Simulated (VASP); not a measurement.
Wanted: the native input for a VASP 6.6.1 run.

```
Task                   : single point
Functional             : PBE
Potentials or basis    : VASP PAW PBE potentials, release 64 (H, C)
Cutoff                 : 520 eV
k mesh                 : 3 × 3 × 1
Occupations            : gaussian, width 0.02 eV
Spin                   : no spin polarisation
Dipole correction      : no
Further INCAR settings : LREAL = Auto; ALGO = Normal; EDIFF = 1e-06; NBANDS = 68
```

The structure of H3C5 lies in POSCAR:

```
H3C5
1.0
    5.0487420000      0.0000000000      0.0000000000
    0.0000000000      5.0487420000      0.0000000000
    0.0000000000      0.0000000000     17.1355610000
H C
12 20
Direct
    0.4277867635      0.0000000000      0.0583581711
    0.0722132365      0.0000000000      0.0583581711
    0.9277867635      0.0000000000      0.0583581711
    0.5722132365      0.0000000000      0.0583581711
    0.4277867635      0.5000000000      0.0583581711
    0.0722132365      0.5000000000      0.0583581711
    0.9277867635      0.5000000000      0.0583581711
    0.5722132365      0.5000000000      0.0583581711
    0.2050199832      0.1426462275      0.3620044888
    0.2486985867      0.5401650550      0.3526694574
    0.7478148022      0.5982032752      0.3457661526
    0.7503797976      1.0614561013      0.3625632099
    0.2500000990      0.0000000000      0.0953981022
    0.7500000990      0.0000000000      0.0953981022
    0.2500000990      0.5000000000      0.0953981022
    0.7500000990      0.5000000000      0.0953981022
    0.2500000990      0.2500000990      0.1474827699
    0.7500000990      0.2500000990      0.1474827699
    0.2500000990      0.7500000990      0.1474827699
    0.7500000990      0.7500000990      0.1474827699
   -0.0022320412      0.2609725353      0.1949500224
    0.4995260205      0.2594555238      0.1956734302
   -0.0013181501      0.7629486712      0.2023740571
    0.4987680099      0.7617844208      0.2027564198
   -0.0041622250      0.0388332381      0.2539863737
    0.4968540678      0.0370987466      0.2560452500
   -0.0025410290      0.5045987694      0.2484888589
    0.4988747692      0.5033424168      0.2486132202
    0.2419424482      0.1265261723      0.3001314635
    0.7468137607      0.1187428472      0.3017420906
    0.2476068296      0.4463735719      0.2946034273
    0.7479591946      0.4529724434      0.2965722570
```

The input as run:

INCAR

```
SYSTEM = H3C5
PREC     = Accurate       ! precision mode
ENCUT    = 520            ! plane-wave cutoff, eV
EDIFF    = 1E-6           ! SCF threshold, eV
ISMEAR   = 0              ! smearing method
SIGMA    = 0.02           ! smearing width, eV
LREAL    = Auto         
LASPH    = .TRUE.         ! aspherical terms in the spheres
NELM     = 60             ! most SCF steps
ALGO     = Normal         ! electronic algorithm
ISIF     = 2              ! what is computed and relaxed
LWAVE    = .FALSE.        ! write WAVECAR
LCHARG   = .FALSE.        ! write CHGCAR
GGA      = PE             ! functional
NBANDS   = 68             ! bands
```

KPOINTS

```
regular mesh
0
G
  3 3 1
  0 0 0
```

Potentials or basis: VASP PAW PBE potentials, release 64 (H, C).

The run is started by

```console
$ cat potpaw_PBE.64/H/POTCAR potpaw_PBE.64/C/POTCAR > POTCAR
$ mpirun -np 1 vasp_std > vasp.out
```

It gave:

```
Largest force          : 8.875 eV/Å
Band gap on the k mesh : 1.94 eV (least direct gap 1.95 eV)
```

Run time: 7.7 min on 1 thread of AMD EPYC 7R13, on a shared host, peak memory 0.47 GiB.
